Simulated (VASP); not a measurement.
Set up this calculation in VASP 6.6.1, as the native input.

| Item | Value |
| --- | --- |
| Task | single point |
| Functional | r2SCAN |
| Potentials or basis | VASP PAW PBE potentials, release 64 (Rh_pv) |
| Cutoff | 520 eV |
| k mesh | 30 × 30 × 30 |
| Occupations | gaussian, width 0.15 eV |
| Spin | no spin polarisation |
| Dipole correction | no |
| Further INCAR settings | ALGO = Normal; EDIFF = 1e-07; NBANDS = 14 |

Crystal: Rh.

```
Rh
1.0
     0.00000    2.13273    1.50784
     2.13273    0.00000    1.50784
     2.13273    2.13273    0.00000
Rh
1
Cartesian
  0.0000 0.0000 0.0000
```

This isn't the form of Rh at room conditions, which is fcc.

This cell differs from its parent crystal: ratio of the length along z to the lengths across it x 0.707, volume and fractional coordinates fixed.

The input as run:

POSCAR

```
Rh
1.0
    0.0000000000      2.1327305958      1.5078405312
    2.1327305958      0.0000000000      1.5078405312
    2.1327305958      2.1327305958      0.0000000000
Rh
1
Direct
    0.0000000000      0.0000000000      0.0000000000
```

INCAR.step1

```
SYSTEM = Rh
PREC = Accurate ; ENCUT = 520
ISMEAR = 0 ; SIGMA = 0.15
LREAL = .FALSE. ; LASPH = .TRUE.
NELM = 60 ; NBANDS = 14
GGA = PE ; ALGO = Normal
EDIFF = 1E-4 ; LWAVE = .TRUE.
LCHARG = .FALSE.
```

INCAR.step2

```
SYSTEM = Rh
PREC = Accurate ; ENCUT = 520
EDIFF = 1E-7 ; ISMEAR = 0
SIGMA = 0.15 ; LREAL = .FALSE.
LASPH = .TRUE. ; NELM = 60
ALGO = Normal ; ISIF = 2
LWAVE = .FALSE. ; LCHARG = .FALSE.
METAGGA = R2SCAN ; LMIXTAU = .TRUE.
NBANDS = 14 ; ISTART = 1
```

KPOINTS

```
Automatic mesh
0
G
  30 30 30
  0 0 0
```

Potentials or basis: VASP PAW PBE potentials, release 64 (Rh_pv).

Launch:

```bash
$ cat potpaw_PBE.64/Rh_pv/POTCAR > POTCAR
$ cp INCAR.step1 INCAR
$ mpirun -np 1 vasp_std > vasp.out
$ cp INCAR.step2 INCAR
$ mpirun -np 1 vasp_std > vasp.out
```

Results of the run:

```json
{
 "Pressure": "9.1 GPa",
 "Band gap on the k mesh": "zero (an odd number of electrons rules out a gap without spin polarisation)"
}
```

Caveat: the cell stands under pressure; the PAW data sets were made with another functional, which shifts forces and pressure a little.

Wall time 13 min on 1 thread of AMD EPYC 9R45 96-Core Processor (Zen 5), on a shared host, peak memory 0.4 GiB.
